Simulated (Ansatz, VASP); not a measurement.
Two plane-wave programs on Zn2H3

The input INCAR:

```
PREC = Accurate
ENCUT = 520
EDIFF = 1E-6
ISMEAR = 0
SIGMA = 0.1
LREAL = F
LASPH = T
NELM = 80
ALGO = Normal
ISIF = 2
LWAVE = F
LCHARG = F
GGA = PE
NBANDS = 22
```

KPOINTS

```
regular mesh
0
Gamma
  6 6 6
```

POSCAR

```
Zn2H3
1.0
    1.4305950863      0.8259544582      6.6315339025
   -1.4305950863      0.8259544582      6.6315339025
    0.0000000000     -1.6519089164      6.6315339025
Zn H
2 3
Direct
    0.4000000000      0.4000000000      0.4000000000
    0.6000000000      0.6000000000      0.6000000000
    0.0000000000      0.0000000000      0.0000000000
    0.2095000000      0.2095000000      0.2095000000
    0.7905000000      0.7905000000      0.7905000000
```

Input for Ansatz:

```yaml
crystal:
  lattice:
    - [1.4305950863, 0.8259544582, 6.6315339025]
    - [-1.4305950863, 0.8259544582, 6.6315339025]
    - [0.0, -1.6519089164, 6.6315339025]
  atoms:
    - { symbol: Zn, position: [0.4, 0.4, 0.4] }
    - { symbol: Zn, position: [0.6, 0.6, 0.6] }
    - { symbol: H, position: [0.0, 0.0, 0.0] }
    - { symbol: H, position: [0.2095, 0.2095, 0.2095] }
    - { symbol: H, position: [0.7905, 0.7905, 0.7905] }
basis:
  ecutwfc: 420
kpoints:
  mp_grid: { grid: [6, 6, 6] }
hamiltonian:
  xc: pbe
scf:
  occupations: { method: gaussian, width: 0.1 }
  lower_state_search: "off"
output:
  forces: true
  stress: true
  eigenvalues: true
```

Alike in both runs: task single point; functional PBE; k mesh 6 × 6 × 6; occupations gaussian, width 0.1 eV; no spin polarisation.

|  | VASP | Ansatz |
| --- | --- | --- |
| version | VASP 6.6.1 | Ansatz 0.2.0 |
| potentials or method | VASP PAW PBE potentials, release 64 (Zn, H), cutoff 520 eV | scalar-relativistic, plane waves, PAW |
| valence electrons in the cell | 27 | 27 |

```csv
,VASP,Ansatz,Ansatz less VASP
gap on the k mesh at the Fermi level (eV),none,none,-
pressure (GPa),-1.0,-1.0,-0.05
"traceless stress, the component that is largest in VASP (GPa)",-4.87,-4.86,+0.007
rms of the force components (eV/Å),0.446,0.447,+0.0011
```

Atom by atom the forces differ by 0.002 eV/Å (rms over components). A gap of «none» marks a metal or a gap that the smearing closes.

The k mesh is coarse, so the values compare programs but aren't converged.
